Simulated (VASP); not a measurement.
# Si: single point with LDA

Si:

```
CELL_PARAMETERS angstrom
-2.38242 2.38242 1.30530
2.38242 -2.38242 1.30530
2.38242 2.38242 -1.30530
ATOMIC_POSITIONS crystal
Si 0.25000 0.75000 0.50000
Si 0.50000 0.50000 0.00000
```

```json
{
  "Program": "VASP 6.6.1",
  "Task": "single point",
  "Functional": "LDA",
  "Potentials or basis": "VASP PAW LDA potentials, release 64 (Si)",
  "Cutoff": "520 eV",
  "k mesh": "26 × 26 × 26",
  "Occupations": "gaussian, width 0.15 eV",
  "Spin": "no spin polarisation",
  "Dipole correction": "no",
  "Further INCAR settings": "ALGO = Normal; EDIFF = 1e-06; NBANDS = 11"
}
```

```
Pressure               : 0.0 GPa
Band gap on the k mesh : zero (bands 4 and 5 overlap by 6.63 eV)
```

Stress tensor (GPa, compression positive):
```
-0.16  0.00  0.00
 0.00 -0.16  0.00
 0.00  0.00  0.38
```

Levels at points of the mesh, in eV from the Fermi level:
```
           k point  band 2  band 3  band 4  band 5  band 6  band 7
(0.00, 0.00, 0.00)   -2.56   -2.56   -2.08    1.48    7.69    8.96
(0.50, 0.00, 0.00)   -6.83   -2.17   -1.69   -1.48    1.09    4.55
(0.50, 0.50, 0.00)  -10.80    0.28    0.28    2.50    2.50    8.62
(0.50, 0.50, 0.50)   -8.40   -6.91   -6.91    6.05    6.05   13.00
```

It took 3 min on 1 thread of Intel(R) Xeon(R) 6975P-C (Granite Rapids) (shared host), peak memory 0.41 GiB.
